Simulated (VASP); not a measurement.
Crystal: Ge.

```
Ge
1.0
     3.99759    0.00000    0.00000
    -1.99879    3.46201    0.00000
     0.00000    0.00000    6.59938
Ge
4
Direct
  0.66667 0.33333 0.06290
  0.33333 0.66667 0.56290
  0.66667 0.33333 0.43710
  0.33333 0.66667 0.93710
```

This isn't the form of Ge at room conditions, which is diamond.

```yaml
Program: VASP 6.6.1
Task: relaxation of cell and atoms
Functional: PBEsol
Dispersion: D3(BJ)
Potentials_or_basis: VASP PAW PBE potentials, release 64 (Ge_d)
Cutoff: 600 eV
k_mesh: 7 × 7 × 4
Occupations: fermi-dirac, width 0.1 eV
Spin: no spin polarisation
```

At the start: pressure -1.9 GPa; volume 22.83 Å³/atom.

Where does the relaxation end?

Over 7 steps the energy falls by 4.0 meV/atom and the volume is 22.19 Å³/atom (-2.8 %); space group P6_3/mmc (No. 194, to 0.1 Å) before and after.

Step by step:
```tsv
step	energy change (eV)	largest force (eV/Å)	pressure (GPa)	volume (Å³)
1	0.0000	0.0006	-1.86	91.33
2	-0.0140	0.0229	0.69	87.87
3	-0.0159	0.0168	0.02	88.73
4	-0.0159	0.0164	-0.03	88.78
5	-0.0159	0.0019	-0.03	88.78
6	-0.0159	0.0031	-0.02	88.78
7	-0.0160	0.0021	-0.06	88.74
```

Final structure:
```
Ge
1.0
     3.96408    0.00000    0.00000
    -1.98204    3.43299    0.00000
     0.00000    0.00000    6.52107
Ge
4
Direct
  0.66667 0.33333 0.06273
  0.33333 0.66667 0.56273
  0.66667 0.33333 0.43727
  0.33333 0.66667 0.93727
```

Caveat: the PAW data sets were made with another functional, which shifts forces and pressure a little.
